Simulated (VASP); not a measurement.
# PbSe (I4/mmm) in VASP: further runs

PbSe is run at these levels: PBE; tasks: single point.

All numbers are computed with VASP 6.6.1; they aren't measurements. Logs are shortened: lines on timing, memory, paths and dates and some standing lists are left out, and cuts for length are marked.

## (1) The cell of the first run

It takes space group I4/mmm (No. 139, tetragonal). Conventional cell: a = 4.075 Å, b = 4.075 Å, c = 6.916 Å, α = 90.00°, β = 90.00°, γ = 90.00°. Pb (site symmetry 4/mmm) has 6 Se at 2.88 to 3.46 Å within 3.8 Å. Se (site symmetry 4/mmm) has 6 Pb at 2.88 to 3.46 Å within 3.8 Å.

## (2) Single point, PBE

INCAR

```
SYSTEM = PbSe
PREC     = Accurate       ! precision mode
ENCUT    = 520            ! plane-wave cutoff, eV
EDIFF    = 1E-7           ! SCF threshold, eV
ISMEAR   = 0              ! smearing method
SIGMA    = 0.03           ! smearing width, eV
LREAL    = .FALSE.        ! projectors in reciprocal space
LASPH    = .TRUE.         ! aspherical terms in the spheres
NELM     = 80             ! most SCF steps
ALGO     = Normal         ! electronic algorithm
ISIF     = 2              ! what is computed and relaxed
LWAVE    = .FALSE.        ! write WAVECAR
LCHARG   = .FALSE.        ! write CHGCAR
GGA      = PE             ! functional
NBANDS   = 17             ! bands
```

KPOINTS

```
Automatic mesh
0
G
  10 10 10
  0 0 0
```

POSCAR

```
PbSe
1.0
    0.0000000000      2.8815934758      3.4579121710
    2.8815934758      0.0000000000      3.4579121710
    2.8815934758      2.8815934758      0.0000000000
Pb Se
1 1
Direct
    0.0000000000      0.0000000000      0.0000000000
    0.5000000000      0.5000000000      0.5000000000
```

Potentials or basis: VASP PAW PBE potentials, release 64 (Pb_d, Se).

On the command line:

```sh
cat potpaw_PBE.64/Pb_d/POTCAR potpaw_PBE.64/Se/POTCAR > POTCAR
mpirun -np 1 vasp_std > vasp.out
```

OUTCAR:

```text
SYSTEM = PbSe
   PREC = Accurate
   ENCUT = 520
   EDIFF = 1E-7
   ISMEAR = 0
   LREAL = .FALSE.
   LASPH = .TRUE.
   NELM = 80
   ISIF = 2
   GGA = PE

 ion  position               nearest neighbor table
   1  0.000  0.000  0.000-   2 2.88   2 2.88   2 2.88   2 2.88   2 3.46   2 3.46
   2  0.500  0.500  0.500-   1 2.88   1 2.88   1 2.88   1 2.88   1 3.46   1 3.46

  LATTYP: Found a body centered tetragonal cell.
 ALAT       =     4.0751885747
 C/A-ratio  =     1.6970562749

  Lattice vectors:

 A1 = (  -2.8815934758,   0.0000000000,   3.4579121710)
 A2 = (   2.8815934758,   0.0000000000,   3.4579121710)
 A3 = (   0.0000000000,   2.8815934758,  -3.4579121710)

Analysis of symmetry for initial positions (statically):
=====================================================================
 Subroutine PRICEL returns:
 Original cell was already a primitive cell.

 Routine SETGRP: Setting up the symmetry group for a
 body centered tetragonal supercell.

 Subroutine GETGRP returns: Found 16 space group operations
 (whereof 16 operations were pure point group operations)
 out of a pool of 16 trial point group operations.

The static configuration has the point symmetry D_4h.

Analysis of symmetry for dynamics (positions and initial velocities):
=====================================================================
 Subroutine PRICEL returns:
 Original cell was already a primitive cell.

 Routine SETGRP: Setting up the symmetry group for a
 body centered tetragonal supercell.

 Subroutine GETGRP returns: Found 16 space group operations
 (whereof 16 operations were pure point group operations)
 out of a pool of 16 trial point group operations.

The dynamic configuration has the point symmetry D_4h.

 Subroutine INISYM returns: Found 16 space group operations
 (whereof 16 operations are pure point group operations),
 and found     1 'primitive' translations

----------------------------------------------------------------------------------------

                                     Primitive cell

  volume of cell :      57.4261

  direct lattice vectors                    reciprocal lattice vectors
     0.000000000  2.881593476  3.457912171    -0.173515107  0.173515107  0.144595922
     2.881593476  0.000000000  3.457912171     0.173515107 -0.173515107  0.144595922
     2.881593476  2.881593476  0.000000000     0.173515107  0.173515107 -0.144595922

  length of vectors
     4.501192902  4.501192902  4.075188575     0.284820936  0.284820936  0.284820936

  position of ions in fractional coordinates (direct lattice)
     0.000000000  0.000000000  0.000000000
     0.500000000  0.500000000  0.500000000

  ion indices of the primitive-cell ions
   primitive index   ion index
                 1           1
                 2           2

----------------------------------------------------------------------------------------

 KPOINTS: Automatic mesh

Automatic generation of k-mesh.
 Grid dimensions read from file:
 generate k-points for:   10   10   10

 Generating k-lattice:

  Cartesian coordinates                     Fractional coordinates (reciprocal lattice)
    -0.017351511  0.017351511  0.014459592     0.100000000 -0.000000000  0.000000000
     0.017351511 -0.017351511  0.014459592    -0.000000000  0.100000000  0.000000000
     0.017351511  0.017351511 -0.014459592     0.000000000  0.000000000  0.100000000

  Length of vectors
     0.028482094  0.028482094  0.028482094

  Shift w.r.t. Gamma in fractional coordinates (k-lattice)
     0.000000000  0.000000000  0.000000000

 Subroutine IBZKPT returns following result:
 ===========================================

 Found    102 irreducible k-points:

 Following reciprocal coordinates:
            Coordinates               Weight
  0.000000  0.000000  0.000000      1.000000
  0.100000  0.000000  0.000000      8.000000
  0.200000  0.000000  0.000000      8.000000
  0.300000  0.000000  0.000000      8.000000
  0.400000 -0.000000  0.000000      8.000000
  0.500000  0.000000  0.000000      4.000000
[... 16 lines left out ...]
  0.300000  0.300000  0.000000      2.000000
  0.400000  0.300000  0.000000      8.000000
 [... further k-points ...]
   k-points           NKPTS =    102   k-points in BZ     NKDIM =    102   number of bands    NBANDS=     17
   number of dos      NEDOS =    301   number of ions     NIONS =      2
   total plane-waves  NPLWV =  38880
   dimension x,y,z NGX =    36 NGY =   36 NGZ =   30
   dimension x,y,z NGXF=    72 NGYF=   72 NGZF=   60
   ions per type =               1   1
   NGX,Y,Z   is equivalent  to a cutoff of  13.30, 13.30, 12.24 a.u.
   NGXF,Y,Z  is equivalent  to a cutoff of  26.59, 26.59, 24.48 a.u.
 SYSTEM =  PbSe
   PREC   = accura    normal or accurate (medium, high low for compatibility)
   ISTART =      0    job   : 0-new  1-cont  2-samecut
   ICHARG =      2    charge: 1-file 2-atom 10-const
   ISPIN  =      1    spin polarized calculation?
   LNONCOLLINEAR =      F non collinear calculations
   LSORBIT =      F    spin-orbit coupling
   LASPH  =      T    aspherical Exc in radial PAW
   ENCUT  =  520.0 eV  38.22 Ry    6.18 a.u.   8.37  8.37  7.58*2*pi/ulx,y,z
   NELM   =     80;   NELMIN=  2; NELMDL= -5     # of ELM steps
   EDIFF  = 0.1E-06   stopping-criterion for ELM
   LREAL  =      F    real-space projection
   EDIFFG = 0.1E-05   stopping-criterion for IOM
   NSW    =      0    number of steps for IOM
   IBRION =     -1    ionic relax: 0-MD 1-quasi-New 2-CG
   NFREE  =      0    steps in history (QN), initial steepest desc. (CG)
   ISIF   =      2    stress and relaxation
   ISYM   =      2    0-nonsym 1-usesym 2-fastsym
   POTIM  = 0.5000    time-step for ionic-motion
   TEBEG  =    0.0;   TEEND  =   0.0 temperature during run
   PSTRESS=    0.0 pullay stress
   NELECT =      20.0000    total number of electrons
   NUPDOWN=      -1.0000    fix difference up-down
   EMIN   =  10.00;   EMAX   =-10.00  energy-range for DOS
   EFERMI =   0.00;   METHOD = LEGACY
   ISMEAR =     0;   SIGMA  =   0.03  broadening in eV -4-tet -1-fermi 0-gaus
   EFERMI_NEDOS =   21; number of points for ismear=-14 and -15
   IALGO  =     38    algorithm
   IMIX   =      4    mixing-type and parameters
     AMIX     =   0.40;   BMIX     =  1.00
     AMIX_MAG =   1.60;   BMIX_MAG =  1.00
  volume/ion in A,a.u.               =      28.71       193.77
  Fermi-wavevector in a.u.,A,eV,Ry     =   1.151812  2.176610 18.050462  1.326672
  Thomas-Fermi vector in A             =   2.288467
   LORBIT       =      0    0 simple, 1 ext, 2 COOP (PROOUT), +10 PAW based schemes
   GGA     = PE    functional components
   LHFCALC =     F    Hartree Fock is set to
   AEXX    =    0.0000 exact exchange contribution
   IVDW    =     0    specifies the selected vdW correction
   LEPSILON=     F    determine dielectric tensor
   LRPA    =     F    only Hartree local field effects (RPA)
 non-spin polarized calculation
 Gauss-broadening in eV      SIGMA  =   0.03
  energy-cutoff  :      520.00
  volume of cell :       57.43
 maximum number of plane-waves:      1569
 NGX is ok and might be reduce to    36
   NGX = 17   NGY = 17   NGZ = 15

 number of electron      19.9999998 magnetization

 Free energy of the ion-electron system (eV)
  ---------------------------------------------------
  ext. energy  EPLUGINS =         0.00000000
  ---------------------------------------------------
  free energy    TOTEN  =        -7.76611693 eV

  energy without entropy =       -7.76611437  energy(sigma->0) =       -7.76611565

 E-fermi :   5.5142     XC(G=0):  -9.4710

 val. band max:        5.4496612939   @ k =  -0.4000   0.1000   0.0000
 cond. band min:       5.5742254803   @ k =   0.5000   0.0000   0.0000
 fundamental gap:      0.1245641863
 Fermi energy:         5.5142239296

 k-point     1 :       0.0000    0.0000    0.0000
  band No.  band energies     occupation
      1     -11.8623      2.00000
      2     -11.7673      2.00000
      3     -11.7673      2.00000
      4     -11.7312      2.00000
      5     -11.7073      2.00000
      6      -8.6633      2.00000
[... 9 lines left out ...]
     16      12.1259      0.00000
     17      12.1259      0.00000

 k-point     2 :       0.1000    0.0000    0.0000
  band No.  band energies     occupation
      1     -11.8578      2.00000
      2     -11.7682      2.00000
      3     -11.7659      2.00000
      4     -11.7269      2.00000
      5     -11.7119      2.00000
      6      -8.5886      2.00000
[... 9 lines left out ...]
     16      11.9752      0.00000
     17      12.3034      0.00000

 k-point     3 :       0.2000    0.0000    0.0000
  band No.  band energies     occupation
      1     -11.8474      2.00000
      2     -11.7706      2.00000
      3     -11.7624      2.00000
      4     -11.7237      2.00000
      5     -11.7147      2.00000
      6      -8.3742      2.00000
[... 9 lines left out ...]
     16      12.7496      0.00000
     17      12.8082      0.00000

 k-point     4 :       0.3000    0.0000    0.0000
  band No.  band energies     occupation
      1     -11.8370      2.00000
      2     -11.7734      2.00000
      3     -11.7596      2.00000
      4     -11.7365      2.00000
      5     -11.6979      2.00000
      6      -8.0585      2.00000
[... 9 lines left out ...]
     16      13.4585      0.00000
     17      14.2880      0.00000
[... 343 lines left out ...]
      1     -11.8236      2.00000
      2     -11.7789      2.00000
      3     -11.7562      2.00000
      4     -11.7515      2.00000
      5     -11.6826      2.00000
      6      -7.8641      2.00000
[... 9 lines left out ...]
     16      13.2149      0.00000
     17      15.2639      0.00000

 k-point    23 :       0.3000    0.3000    0.0000
  band No.  band energies     occupation
      1     -11.9080      2.00000
      2     -11.7501      2.00000
      3     -11.7501      2.00000
      4     -11.7373      2.00000
      5     -11.7026      2.00000
      6      -8.1548      2.00000
[... 9 lines left out ...]
     16      15.0300      0.00000
     17      16.2063      0.00000

 k-point    24 :       0.4000    0.3000    0.0000
  band No.  band energies     occupation
      1     -11.9100      2.00000
      2     -11.7491      2.00000
      3     -11.7467      2.00000
      4     -11.7337      2.00000
      5     -11.7065      2.00000
      6      -7.9854      2.00000
[... 9 lines left out ...]
     16      15.6347      0.00000
     17      17.0610      0.00000

 [... further k-points ...]
[... 5 lines left out ...]
  --------------------------------------------------------------------------------------
  -------------------------------------------------------------------------------------
  Total        4.4622447      4.4622447     -1.7177302      0.0000000      0.0000000      0.0000000
  in kB      124.4957674    124.4957674    -47.9243429      0.0000000      0.0000000      0.0000000
  external PRESSURE =      67.0223973 kB  Pullay stress =       0.0000000 kB

 VOLUME and BASIS-vectors are now :
 -----------------------------------------------------------------------------
  energy-cutoff  :      520.00
  volume of cell :       57.43
      direct lattice vectors                 reciprocal lattice vectors
     0.000000000  2.881593476  3.457912171    -0.173515107  0.173515107  0.144595922
     2.881593476  0.000000000  3.457912171     0.173515107 -0.173515107  0.144595922
     2.881593476  2.881593476  0.000000000     0.173515107  0.173515107 -0.144595922

 POSITION                                       TOTAL-FORCE (eV/Angst)
 -----------------------------------------------------------------------------------
      0.00000      0.00000      0.00000         0.000000     -0.000000      0.000000
      2.88159      2.88159      3.45791        -0.000000      0.000000     -0.000000
 -----------------------------------------------------------------------------------
    total drift:                               -0.000000      0.000000      0.000000

  FREE ENERGIE OF THE ION-ELECTRON SYSTEM (eV)
  ---------------------------------------------------
  free  energy   TOTEN  =        -7.7661169268 eV

  energy  without entropy=       -7.7661143682  energy(sigma->0) =       -7.76611565
```

Run time: 37 s. Hardware: 1 thread of Intel Xeon 6975P-C (Granite Rapids), shared host; peak memory 0.25 GiB.

Results:

| Item | Value |
| --- | --- |
| Free energy | -7.7661 eV |
| Pressure | 6.7 GPa |
| Band gap on the k mesh | 0.12 eV, indirect (least direct gap 0.36 eV) |

Stress tensor (GPa, compression positive):
```
12.45  0.00  0.00
 0.00 12.45  0.00
 0.00  0.00 -4.79
```

Caveat: spin-orbit coupling is left out, which moves the levels of the heavy elements.

(Continued in part 2 of 3.)
